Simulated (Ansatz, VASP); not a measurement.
Two plane-wave programs on LaGa2

```
La Ga
1.0
     4.22575    0.00000    0.00000
    -2.11288    3.65961    0.00000
     0.00000    0.00000    4.34600
La Ga
1 2
Direct
  0.00000 0.00000 0.00000
  0.33333 0.66667 0.50000
  0.66667 0.33333 0.50000
```

Alike in both runs: functional LDA; k mesh 10 × 10 × 8; occupations fermi-dirac, width 0.08 eV; no spin polarisation.

Ansatz relaxed the structure, and its values are those at the end. VASP's run is a single point on that final structure, the one shown.

|  | VASP | Ansatz |
| --- | --- | --- |
| version | VASP 6.6.1 | Ansatz 0.2.0 |
| potentials or method | VASP PAW LDA potentials, release 64 (La, Ga_d) | PAW with Ansatz's default frozen-core files, scalar-relativistic |
| plane-wave cutoff (eV) | 520 | 420 |
| valence electrons in the cell | 37 | 37 |

|  | VASP | Ansatz | Ansatz less VASP |
| --- | --- | --- | --- |
| pressure (GPa) | 0.1 | 0.0 | -0.06 |

LDA's correlation is that of Perdew and Zunger in VASP and of Perdew and Wang (1992) in Ansatz.

Spin-orbit coupling is off throughout.
